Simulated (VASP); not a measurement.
# ZnCu (Pm-3m) in VASP: settings compared

Aim: see how the results for ZnCu move with the level of theory and the settings. Levels: PBEsol+D3(BJ), PBEsol. Tasks: single point, relaxation of cell and atoms.

Everything below comes from runs of VASP 6.6.1. Logs are shortened: lines on timing, memory, paths and dates and some standing lists are left out, and cuts for length are marked.

**1. The cell of the first run**

It takes space group Pm-3m (No. 221, cubic). The conventional cell has a = 2.945 Å, b = 2.945 Å, c = 2.945 Å, α = 90.00°, β = 90.00°, γ = 90.00°. Zn (site symmetry m-3m) has 8 Cu at 2.55 Å and 6 Zn at 2.94 Å within 3.4 Å. Within 3.4 Å of Cu (site symmetry m-3m) lie 8 Zn at 2.55 Å and 6 Cu at 2.94 Å.

**2. Single point, PBEsol+D3(BJ)**

File INCAR:

```
SYSTEM = ZnCu
  PREC = Accurate
  ENCUT = 520
  EDIFF = 1E-6
  ISMEAR = -1
  SIGMA = 0.05
  LREAL = .FALSE.
  LASPH = .TRUE.
  NELM = 60
  ALGO = Fast
  ISIF = 2
  LWAVE = .FALSE.
  LCHARG = .FALSE.
  GGA = PS
  IVDW = 12
  NBANDS = 18
```

File KPOINTS:

```
regular mesh
0
G
  9 9 9
  0 0 0
```

File POSCAR:

```
ZnCu
1.0
    2.9450000000      0.0000000000      0.0000000000
    0.0000000000      2.9450000000      0.0000000000
    0.0000000000      0.0000000000      2.9450000000
Zn Cu
1 1
Direct
    0.5000000000      0.5000000000      0.5000000000
    0.0000000000      0.0000000000      0.0000000000
```

Potentials or basis: VASP PAW PBE potentials, release 64 (Zn, Cu).

On the command line:

```
cat potpaw_PBE.64/Zn/POTCAR potpaw_PBE.64/Cu/POTCAR > POTCAR
mpirun -np 1 vasp_std > vasp.out
```

OUTCAR:

```text
SYSTEM = ZnCu
   PREC = Accurate
   ENCUT = 520
   EDIFF = 1E-6
   ISMEAR = -1
   LREAL = .FALSE.
   LASPH = .TRUE.
   NELM = 60
   ISIF = 2
   GGA = PS
   IVDW = 12
 IVDW          = 12

 ion  position               nearest neighbor table
   1  0.500  0.500  0.500-   2 2.55   2 2.55   2 2.55   2 2.55   2 2.55   2 2.55   2 2.55   2 2.55

   2  0.000  0.000  0.000-   1 2.55   1 2.55   1 2.55   1 2.55   1 2.55   1 2.55   1 2.55   1 2.55

  LATTYP: Found a simple cubic cell.
 ALAT       =     2.9450000000

  Lattice vectors:

 A1 = (   2.9450000000,   0.0000000000,   0.0000000000)
 A2 = (   0.0000000000,   2.9450000000,   0.0000000000)
 A3 = (   0.0000000000,   0.0000000000,   2.9450000000)

Analysis of symmetry for initial positions (statically):
=====================================================================
 Subroutine PRICEL returns:
 Original cell was already a primitive cell.

 Routine SETGRP: Setting up the symmetry group for a
 simple cubic supercell.

 Subroutine GETGRP returns: Found 48 space group operations
 (whereof 48 operations were pure point group operations)
 out of a pool of 48 trial point group operations.

The static configuration has the point symmetry O_h .

Analysis of symmetry for dynamics (positions and initial velocities):
=====================================================================
 Subroutine PRICEL returns:
 Original cell was already a primitive cell.

 Routine SETGRP: Setting up the symmetry group for a
 simple cubic supercell.

 Subroutine GETGRP returns: Found 48 space group operations
 (whereof 48 operations were pure point group operations)
 out of a pool of 48 trial point group operations.

The dynamic configuration has the point symmetry O_h .

 Subroutine INISYM returns: Found 48 space group operations
 (whereof 48 operations are pure point group operations),
 and found     1 'primitive' translations

----------------------------------------------------------------------------------------

                                     Primitive cell

  volume of cell :      25.5421

  direct lattice vectors                    reciprocal lattice vectors
     2.945000000  0.000000000  0.000000000     0.339558574  0.000000000  0.000000000
     0.000000000  2.945000000  0.000000000     0.000000000  0.339558574  0.000000000
     0.000000000  0.000000000  2.945000000     0.000000000  0.000000000  0.339558574

  length of vectors
     2.945000000  2.945000000  2.945000000     0.339558574  0.339558574  0.339558574

  position of ions in fractional coordinates (direct lattice)
     0.500000000  0.500000000  0.500000000
     0.000000000  0.000000000  0.000000000

  ion indices of the primitive-cell ions
   primitive index   ion index
                 1           1
                 2           2

----------------------------------------------------------------------------------------

 KPOINTS: regular mesh

Automatic generation of k-mesh.
 Grid dimensions read from file:
 generate k-points for:    9    9    9

 Generating k-lattice:

  Cartesian coordinates                     Fractional coordinates (reciprocal lattice)
     0.037728730  0.000000000  0.000000000     0.111111111  0.000000000  0.000000000
     0.000000000  0.037728730  0.000000000     0.000000000  0.111111111  0.000000000
     0.000000000  0.000000000  0.037728730     0.000000000  0.000000000  0.111111111

  Length of vectors
     0.037728730  0.037728730  0.037728730

  Shift w.r.t. Gamma in fractional coordinates (k-lattice)
     0.000000000  0.000000000  0.000000000

 Subroutine IBZKPT returns following result:
 ===========================================

 Found     35 irreducible k-points:

 Following reciprocal coordinates:
            Coordinates               Weight
  0.000000  0.000000  0.000000      1.000000
  0.111111  0.000000  0.000000      6.000000
  0.222222  0.000000  0.000000      6.000000
  0.333333  0.000000  0.000000      6.000000
  0.444444  0.000000  0.000000      6.000000
  0.111111  0.111111  0.000000     12.000000
[... 16 lines left out ...]
  0.333333  0.333333  0.111111     24.000000
  0.444444  0.333333  0.111111     48.000000
 [... further k-points ...]
   k-points           NKPTS =     35   k-points in BZ     NKDIM =     35   number of bands    NBANDS=     18
   number of dos      NEDOS =    301   number of ions     NIONS =      2
   total plane-waves  NPLWV =  13824
   dimension x,y,z NGX =    24 NGY =   24 NGZ =   24
   dimension x,y,z NGXF=    48 NGYF=   48 NGZF=   48
   ions per type =               1   1
   NGX,Y,Z   is equivalent  to a cutoff of  13.55, 13.55, 13.55 a.u.
   NGXF,Y,Z  is equivalent  to a cutoff of  27.10, 27.10, 27.10 a.u.
 SYSTEM =  ZnCu
   PREC   = accura    normal or accurate (medium, high low for compatibility)
   ISTART =      0    job   : 0-new  1-cont  2-samecut
   ICHARG =      2    charge: 1-file 2-atom 10-const
   ISPIN  =      1    spin polarized calculation?
   LNONCOLLINEAR =      F non collinear calculations
   LSORBIT =      F    spin-orbit coupling
   LASPH  =      T    aspherical Exc in radial PAW
   ENCUT  =  520.0 eV  38.22 Ry    6.18 a.u.   5.48  5.48  5.48*2*pi/ulx,y,z
   NELM   =     60;   NELMIN=  2; NELMDL= -5     # of ELM steps
   EDIFF  = 0.1E-05   stopping-criterion for ELM
   LREAL  =      F    real-space projection
   EDIFFG = 0.1E-04   stopping-criterion for IOM
   NSW    =      0    number of steps for IOM
   IBRION =     -1    ionic relax: 0-MD 1-quasi-New 2-CG
   NFREE  =      0    steps in history (QN), initial steepest desc. (CG)
   ISIF   =      2    stress and relaxation
   ISYM   =      2    0-nonsym 1-usesym 2-fastsym
   POTIM  = 0.5000    time-step for ionic-motion
   TEBEG  =    0.0;   TEEND  =   0.0 temperature during run
   PSTRESS=    0.0 pullay stress
   NELECT =      23.0000    total number of electrons
   NUPDOWN=      -1.0000    fix difference up-down
   EMIN   =  10.00;   EMAX   =-10.00  energy-range for DOS
   EFERMI =   0.00;   METHOD = LEGACY
   ISMEAR =    -1;   SIGMA  =   0.05  broadening in eV -4-tet -1-fermi 0-gaus
   EFERMI_NEDOS =   21; number of points for ismear=-14 and -15
   IALGO  =     68    algorithm
   IMIX   =      4    mixing-type and parameters
     AMIX     =   0.40;   BMIX     =  1.00
     AMIX_MAG =   1.60;   BMIX_MAG =  1.00
  volume/ion in A,a.u.               =      12.77        86.18
  Fermi-wavevector in a.u.,A,eV,Ry     =   1.580880  2.987429 34.003415  2.499180
  Thomas-Fermi vector in A             =   2.681040
   LORBIT       =      0    0 simple, 1 ext, 2 COOP (PROOUT), +10 PAW based schemes
   GGA     = PS    functional components
   LHFCALC =     F    Hartree Fock is set to
   AEXX    =    0.0000 exact exchange contribution
   IVDW    =    12    specifies the selected vdW correction
   LEPSILON=     F    determine dielectric tensor
   LRPA    =     F    only Hartree local field effects (RPA)
 non-spin polarized calculation
 RMM-DIIS sequential band-by-band and
  energy-cutoff  :      520.00
  volume of cell :       25.54
 maximum number of plane-waves:       711
 NGX is ok and might be reduce to    24
   NGX = 11   NGY = 11   NGZ = 11

 number of electron      23.0000000 magnetization

 Free energy of the ion-electron system (eV)
  ---------------------------------------------------
  ext. energy  EPLUGINS =         0.00000000
  ---------------------------------------------------
  free energy    TOTEN  =        -6.07309438 eV

  energy without entropy =       -6.06885485  energy(sigma->0) =       -6.07097461

 E-fermi :   5.4141     XC(G=0): -12.5652

 val. band max:        5.3430381027   @ k =   0.3333   0.3333   0.0000
 cond. band min:       5.5344195678   @ k =   0.4444   0.4444   0.2222
 fundamental gap:      0.1913814651
 Fermi energy:         5.4141095877

 k-point     1 :       0.0000    0.0000    0.0000
  band No.  band energies     occupation
      1      -5.0021      2.00000
      2      -2.4541      2.00000
      3      -2.4541      2.00000
      4      -1.7557      2.00000
      5      -1.7557      2.00000
      6      -1.7557      2.00000
[... 10 lines left out ...]
     17      17.6144      0.00000
     18      28.8023      0.00000

 k-point     2 :       0.1111    0.0000    0.0000
  band No.  band energies     occupation
      1      -4.7793      2.00000
      2      -2.4283      2.00000
      3      -2.4062      2.00000
      4      -1.7751      2.00000
      5      -1.7751      2.00000
      6      -1.7460      2.00000
[... 10 lines left out ...]
     17      19.2869      0.00000
     18      26.7924      0.00000

 k-point     3 :       0.2222    0.0000    0.0000
  band No.  band energies     occupation
      1      -4.1313      2.00000
      2      -2.3619      2.00000
      3      -2.2694      2.00000
      4      -1.8241      2.00000
      5      -1.8241      2.00000
      6      -1.7210      2.00000
[... 10 lines left out ...]
     17      23.2564      0.00000
     18      24.0926      0.00000

 k-point     4 :       0.3333    0.0000    0.0000
  band No.  band energies     occupation
      1      -3.1846      2.00000
      2      -2.2843      2.00000
      3      -2.0002      2.00000
      4      -1.8793      2.00000
      5      -1.8793      2.00000
      6      -1.6923      2.00000
[... 10 lines left out ...]
     17      21.1224      0.00000
     18      21.1246      0.00000

 k-point     5 :       0.4444    0.0000    0.0000
  band No.  band energies     occupation
      1      -2.5490      2.00000
      2      -2.2323      2.00000
      3      -1.9150      2.00000
      4      -1.9150      2.00000
      5      -1.6733      2.00000
      6      -1.1794      2.00000
[... 10 lines left out ...]
     17      18.5707      0.00000
     18      19.2454      0.00000

 k-point     6 :       0.1111    0.1111    0.0000
  band No.  band energies     occupation
      1      -4.5596      2.00000
      2      -2.3947      2.00000
      3      -2.3682      2.00000
      4      -1.7950      2.00000
      5      -1.7851      2.00000
      6      -1.7509      2.00000
[... 10 lines left out ...]
     17      19.7803      0.00000
     18      23.9024      0.00000

 k-point     7 :       0.2222    0.1111    0.0000
  band No.  band energies     occupation
      1      -3.9256      2.00000
      2      -2.3303      2.00000
      3      -2.2382      2.00000
      4      -1.8372      2.00000
      5      -1.8317      2.00000
      6      -1.7418      2.00000
[... 10 lines left out ...]
     17      20.9266      0.00000
     18      23.4403      0.00000

 k-point     8 :       0.3333    0.1111    0.0000
  band No.  band energies     occupation
      1      -3.0293      2.00000
      2      -2.2565      2.00000
      3      -2.0732      2.00000
      4      -1.8890      2.00000
      5      -1.7535      2.00000
      6      -1.7269      2.00000
[... 10 lines left out ...]
     17      20.5534      0.00000
     18      21.2939      0.00000
[... 229 lines left out ...]
     17      21.6115      0.00000
     18      21.9265      0.00000

 k-point    20 :       0.2222    0.2222    0.1111
  band No.  band energies     occupation
      1      -3.1702      2.00000
      2      -2.2280      2.00000
      3      -2.1145      2.00000
      4      -1.8870      2.00000
      5      -1.8864      2.00000
      6      -1.7507      2.00000
[... 10 lines left out ...]
     17      21.4463      0.00000
     18      21.7168      0.00000

 k-point    21 :       0.3333    0.2222    0.1111
  band No.  band energies     occupation
      1      -2.5887      2.00000
      2      -2.2115      2.00000
      3      -2.0127      2.00000
      4      -1.9553      2.00000
      5      -1.8612      2.00000
      6      -1.3616      2.00000
[... 10 lines left out ...]
     17      20.9967      0.00000
     18      22.2532      0.00000

 k-point    22 :       0.4444    0.2222    0.1111
  band No.  band energies     occupation
      1      -2.3644      2.00000
      2      -2.2273      2.00000
      3      -2.0138      2.00000
      4      -1.9689      2.00000
      5      -1.8612      2.00000
      6      -0.2353      2.00000
[... 10 lines left out ...]
     17      21.8137      0.00000
     18      22.7812      0.00000

 k-point    23 :       0.3333    0.3333    0.1111
  band No.  band energies     occupation
      1      -2.4955      2.00000
      2      -2.2398      2.00000
      3      -1.9924      2.00000
      4      -1.9517      2.00000
      5      -1.7720      2.00000
      6      -0.6614      2.00000
[... 10 lines left out ...]
     17      19.7594      0.00000
     18      21.5378      0.00000

 k-point    24 :       0.4444    0.3333    0.1111
  band No.  band energies     occupation
      1      -2.5142      2.00000
      2      -2.2347      2.00000
      3      -2.0358      2.00000
      4      -1.9777      2.00000
      5      -1.6684      2.00000
      6       0.2812      2.00000
[... 10 lines left out ...]
     17      20.6273      0.00000
     18      21.7488      0.00000

 [... further k-points ...]

------------------------ aborting loop because EDIFF is reached ----------------------------------------

 Edisp (eV)   -0.91007

 E8    (eV) :    -0.5910

  FORCE on cell =-STRESS in cart. coord.  units (eV):
  Direction    XX          YY          ZZ          XY          YZ          ZX
  --------------------------------------------------------------------------------------
  -------------------------------------------------------------------------------------
  Total      -1.53220    -1.53220    -1.53220     0.00000     0.00000     0.00000
  in kB     -96.11054   -96.11054   -96.11054     0.00000     0.00000     0.00000
  external pressure =      -96.11 kB  Pullay stress =        0.00 kB

 VOLUME and BASIS-vectors are now :
 -----------------------------------------------------------------------------
  energy-cutoff  :      520.00
  volume of cell :       25.54
      direct lattice vectors                 reciprocal lattice vectors
     2.945000000  0.000000000  0.000000000     0.339558574  0.000000000  0.000000000
     0.000000000  2.945000000  0.000000000     0.000000000  0.339558574  0.000000000
     0.000000000  0.000000000  2.945000000     0.000000000  0.000000000  0.339558574

 POSITION                                       TOTAL-FORCE (eV/Angst)
 -----------------------------------------------------------------------------------
      1.47250      1.47250      1.47250         0.000000      0.000000      0.000000
      0.00000      0.00000      0.00000         0.000000      0.000000      0.000000
 -----------------------------------------------------------------------------------
    total drift:                                0.000000      0.000000     -0.000000

  FREE ENERGIE OF THE ION-ELECTRON SYSTEM (eV)
  ---------------------------------------------------
  free  energy   TOTEN  =        -6.9831630471 eV

  energy  without entropy=       -6.9789235170  energy(sigma->0) =       -6.98104328
```

Wall time 27 s (1 thread of Intel Xeon 8259CL, shared host); peak memory 0.15 GiB.

Results:

* Free energy: -6.9832 eV
* Pressure: -9.6 GPa
* Dispersion energy per atom: -0.455 eV

Levels at points of the mesh, in eV from the Fermi level:
| k point | band 7 | band 8 | band 9 | band 10 | band 11 | band 12 | band 13 | band 14 | band 15 | band 16 |
| --- | --- | --- | --- | --- | --- | --- | --- | --- | --- | --- |
| (0.00, 0.00, 0.00) | -3.62 | -3.62 | -2.78 | -2.78 | -2.78 | 6.14 | 6.14 | 6.14 | 11.21 | 11.21 |

Caveat: three body term missing; the PAW data sets were made with another functional, which shifts forces and pressure a little; pairwise dispersion overbinds metals, which lowers pressure and volume.

(Continued in part 2 of 2.)
